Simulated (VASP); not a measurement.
Write the native input for VASP 6.6.1 that does the following.

```yaml
Task: single point
Functional: PBEsol
Potentials_or_basis: VASP PAW PBE potentials, release 64 (Al, Cu)
Cutoff: 520 eV
k_mesh: 7 × 7 × 10
Occupations: methfessel-paxton, width 0.05 eV
Spin: no spin polarisation
Dipole_correction: no
Further_INCAR_settings: ALGO = Normal; EDIFF = 1e-07; NBANDS = 16
```

The structure of Al2Cu lies in POSCAR:

```
Al2Cu
1.0
    4.0213792609      0.0000000000      0.0000000000
    0.0000000000      4.0213792609      0.0000000000
    0.0000000000      0.0000000000      2.8322900507
Al Cu
2 1
Direct
    0.5000000000      0.0000000000      0.5000000000
    0.0000000000      0.5000000000      0.5000000000
    0.0000000000      0.0000000000      0.0000000000
```

These files were run (other wordings do the same):

INCAR

```
PREC = Accurate
ENCUT = 520
EDIFF = 1E-7
ISMEAR = 1
SIGMA = 0.05
LREAL = F
LASPH = T
NELM = 100
ALGO = Normal
ISIF = 2
LWAVE = F
LCHARG = F
GGA = PS
NBANDS = 16
```

KPOINTS

```
regular mesh
0
Gamma
  7 7 10
```

Potentials or basis: VASP PAW PBE potentials, release 64 (Al, Cu).

Launch:

```console
$ cat potpaw_PBE.64/Al/POTCAR potpaw_PBE.64/Cu/POTCAR > POTCAR
$ mpirun -np 1 vasp_std > vasp.out
```

Results of the run:

```yaml
Pressure: 4.1 GPa
Band_gap_on_the_k_mesh: zero (an odd number of electrons rules out a gap without spin polarisation)
```

Caveat: the cell stands under pressure; the PAW data sets were made with another functional, which shifts forces and pressure a little.

Wall time 50 s on 1 thread of Intel(R) Xeon(R) Platinum 8375C CPU @ 2.90GHz (Ice Lake), with other jobs on the host, peak memory 0.18 GiB.
